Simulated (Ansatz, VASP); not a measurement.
Mg in VASP and in Ansatz

INCAR

```
SYSTEM = Mg
PREC = Accurate ; ENCUT = 520
EDIFF = 1E-6 ; ISMEAR = -1
SIGMA = 0.05 ; LREAL = .FALSE.
LASPH = .TRUE. ; NELM = 80
ALGO = Normal ; ISIF = 2
LWAVE = .FALSE. ; LCHARG = .FALSE.
GGA = PE ; NBANDS = 7
```

KPOINTS

```
Automatic mesh
0
G
  11 11 11
  0 0 0
```

Contents of POSCAR:

```
Mg
1.0
   -1.7985118965      1.7985118965      1.6451208489
    1.7985118965     -1.7985118965      1.6451208489
    1.7985118965      1.7985118965     -1.6451208489
Mg
1
Direct
    0.0000000000      0.0000000000      0.0000000000
```

The input input.yaml:

```yaml
crystal:
  lattice:
    - [-1.7985118965, 1.7985118965, 1.6451208489]
    - [1.7985118965, -1.7985118965, 1.6451208489]
    - [1.7985118965, 1.7985118965, -1.6451208489]
  atoms:
    - { symbol: Mg, position: [0.0, 0.0, 0.0] }
kpoints:
  mp_grid: { grid: [11, 11, 11] }
scf:
  occupations: { method: fermi_dirac, width: 0.05 }
hamiltonian:
  xc: pbe
  pseudopotentials: { kind: all_electron, lapw: { basis_error: 0.0005 } }
output:
  forces: true
  stress: true
  eigenvalues: true
```

Change from the starting cell: volume scaled by 0.94.

Alike in both runs: task single point; functional PBE; k mesh 11 × 11 × 11; occupations fermi-dirac, width 0.05 eV; no spin polarisation.

|  | VASP | Ansatz |
| --- | --- | --- |
| version | VASP 6.6.1 | Ansatz 0.2.0 |
| potentials or method | VASP PAW PBE potentials, release 64 (Mg), cutoff 520 eV | all-electron LAPW, scalar-relativistic |

Ansatz gave:

| Property | Result |
| --- | --- |
| gap on the k mesh at the Fermi level (eV) | none |
| pressure (GPa) | 3.2 |
| traceless stress, the component that is largest in VASP (GPa) | 0.57 |

Which values does VASP return?

gap on the k mesh at the Fermi level (eV): none; pressure (GPa): 3.1; traceless stress, the component that is largest in VASP (GPa): 0.57.

A gap of «none» marks a metal or a gap that the smearing closes. Ansatz ran all-electron here, and VASP with PAW potentials.
